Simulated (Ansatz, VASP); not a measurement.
**Two plane-wave programs on KF**

INCAR

```
SYSTEM = KF
PREC = Accurate ; ENCUT = 520
EDIFF = 1E-6 ; ISMEAR = -1
SIGMA = 0.02 ; LREAL = .FALSE.
LASPH = .TRUE. ; NELM = 60
ALGO = Normal ; ISIF = 2
LWAVE = .FALSE. ; LCHARG = .FALSE.
GGA = PE ; NBANDS = 15
```

Contents of KPOINTS:

```
regular mesh
0
G
  8 8 8
  0 0 0
```

POSCAR

```
KF
1.0
    3.1788706815      0.0000000000      0.0000000000
    0.0000000000      3.1788706815      0.0000000000
    0.0000000000      0.0000000000      3.3451256182
K F
1 1
Direct
    0.0000000000      0.0000000000      0.0000000000
    0.5000000000      0.5000000000      0.5000000000
```

Input for Ansatz:

```yaml
crystal:
  lattice:
    - [3.1788706815, 0.0, 0.0]
    - [0.0, 3.1788706815, 0.0]
    - [0.0, 0.0, 3.3451256182]
  atoms:
    - { symbol: K, position: [0.0, 0.0, 0.0] }
    - { symbol: F, position: [0.5, 0.5, 0.5] }
kpoints:
  mp_grid: { grid: [8, 8, 8] }
  band_path:
    path: [[0.0, 0.0, 0.0], [0.0, 0.5, 0.0], [0.5, 0.5, 0.0], [0.5, 0.5, 0.5]]
    npoints: 1
hamiltonian:
  xc: pbe
scf:
  occupations: { method: fermi_dirac, width: 0.02 }
  n_extra_bands: 4
output:
  forces: true
  stress: true
  eigenvalues: true
```

Change from the starting cell: uniaxial_z strain +5.2%.

Alike in both runs: task single point; functional PBE; k mesh 8 × 8 × 8; occupations fermi-dirac, width 0.02 eV; no spin polarisation.

|  | VASP | Ansatz |
| --- | --- | --- |
| version | VASP 6.6.1 | Ansatz 0.2.0 |
| potentials or method | VASP PAW PBE potentials, release 64 (K_sv, F) | plane waves, PAW |
| plane-wave cutoff (eV) | 520 | 420 |
| valence electrons in the cell | 16 | 16 |

VASP gave:

| Item | Value |
| --- | --- |
| gap on the k mesh at the Fermi level (eV) | 6.34 |
| pressure (GPa) | 0.8 |
| traceless stress, the component that is largest in VASP (GPa) | -2.98 |

Task: Estimate Ansatz's values.

Result: gap on the k mesh at the Fermi level (eV): 6.36; pressure (GPa): 0.8; traceless stress, the component that is largest in VASP (GPa): -2.98.
